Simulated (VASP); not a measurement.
A run of VASP 6.6.1 is set up as follows.

INCAR

```
SYSTEM = CdSe
PREC = Accurate
ENCUT = 520
EDIFF = 1E-6
ISMEAR = -1
SIGMA = 0.01
LREAL = .False.
LASPH = .True.
NELM = 150
ALGO = Normal
ISIF = 2
LWAVE = .False.
LCHARG = .False.
ISPIN = 2
MAGMOM = 0.5 0.5 0 0
LORBIT = 11
GGA = PE
NBANDS = 30
```

Contents of KPOINTS:

```
regular mesh
0
Gamma
  7 7 4
  0 0 0
```

File POSCAR:

```
CdSe
1.0
    4.3565854364      0.0000000000      0.0000000000
   -2.1782927182      3.7729136617      0.0000000000
    0.0000000000      0.0000000000      7.1123790148
Cd Se
2 2
Direct
    0.6666666667      0.3333333333      0.5000000000
    0.3333333333      0.6666666667      0.0000000000
    0.6666666667      0.3333333333      0.8850000000
    0.3333333333      0.6666666667      0.3850000000
```

Potentials or basis: VASP PAW PBE potentials, release 64 (Cd, Se).

Run with:

```bash
$ cat potpaw_PBE.64/Cd/POTCAR potpaw_PBE.64/Se/POTCAR > POTCAR
$ mpirun -np 1 vasp_std > vasp.out
```

Predict the net moment.

0.00 μB per cell.

Estimate the largest force.

0.252 eV/Å.

What does it give for the pressure?

1.2 GPa.

Stress tensor (GPa, compression positive):
```
1.74 0.00 0.00
0.00 1.74 0.00
0.00 0.00 0.11
```
